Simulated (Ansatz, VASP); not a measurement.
## Two plane-wave programs on I

Contents of INCAR:

```
PREC     = Accurate       # precision mode
ENCUT    = 520            # plane-wave cutoff, eV
EDIFF    = 1E-6           # SCF threshold, eV
ISMEAR   = 0              # smearing method
SIGMA    = 0.02           # smearing width, eV
LREAL    = False          # projectors in reciprocal space
LASPH    = True           # aspherical terms in the spheres
NELM     = 80             # most SCF steps
ALGO     = Normal         # electronic algorithm
ISIF     = 2              # what is computed and relaxed
LWAVE    = False          # write WAVECAR
LCHARG   = False          # write CHGCAR
GGA      = PS             # functional
NBANDS   = 22             # bands
```

KPOINTS

```
Automatic mesh
0
Gamma
  8 8 4
```

Contents of POSCAR:

```
I
1.0
    3.5807778000     -2.4591157500     -0.0421960000
    3.5807778000      2.4591157500      0.0421960000
    0.0000000000      0.1721280000      9.8218584000
I
4
Direct
    0.8144209354      0.1607533881      0.1150600648
    0.6639176646      0.3609080118      0.6040546751
    0.1607533881      0.8144209354      0.8849399352
    0.3609080118      0.6639176646      0.3959453249
```

Input for Ansatz:

```yaml
crystal:
  lattice:
    - [3.5807778, -2.45911575, -0.042196]
    - [3.5807778, 2.45911575, 0.042196]
    - [0.0, 0.172128, 9.8218584]
  atoms:
    - { symbol: I, position: [0.8144209354, 0.1607533881, 0.1150600648] }
    - { symbol: I, position: [0.6639176646, 0.3609080118, 0.6040546751] }
    - { symbol: I, position: [0.1607533881, 0.8144209354, 0.8849399352] }
    - { symbol: I, position: [0.3609080118, 0.6639176646, 0.3959453249] }
basis:
  ecutwfc: 420
kpoints:
  mp_grid: { grid: [8, 8, 4] }
hamiltonian:
  xc: pbesol
scf:
  occupations: { method: gaussian, width: 0.02 }
output:
  forces: true
  stress: true
  eigenvalues: true
```

Alike in both runs: task single point; functional PBEsol; k mesh 8 × 8 × 4; occupations gaussian, width 0.02 eV; no spin polarisation.

```csv
,VASP,Ansatz
version,VASP 6.6.1,Ansatz 0.2.0
potentials or method,"VASP PAW PBE potentials, release 64 (I), cutoff 520 eV","scalar-relativistic, plane waves, PAW"
valence electrons in the cell,28,68
```

VASP gave:

| Quantity | Value |
| --- | --- |
| gap on the k mesh at the Fermi level (eV) | 0.65 |
| least direct gap on the mesh (eV) | 0.92 |
| pressure (GPa) | 1.0 |
| traceless stress, the component that is largest in VASP (GPa) | -5.26 |
| rms of the force components (eV/Å) | 1.484 |

Task: Estimate Ansatz's values.

Result: gap on the k mesh at the Fermi level (eV): 0.66; least direct gap on the mesh (eV): 0.93; pressure (GPa): 0.8; traceless stress, the component that is largest in VASP (GPa): -5.39; rms of the force components (eV/Å): 1.473.

VASP's potentials were made for PBE, not for PBEsol. Atom by atom the forces differ by 0.012 eV/Å (rms over components). VASP's potentials hold 28 valence electrons a cell and Ansatz's 68, so a difference there can come from the potentials and not from the codes.

Neither program's run includes spin-orbit coupling.
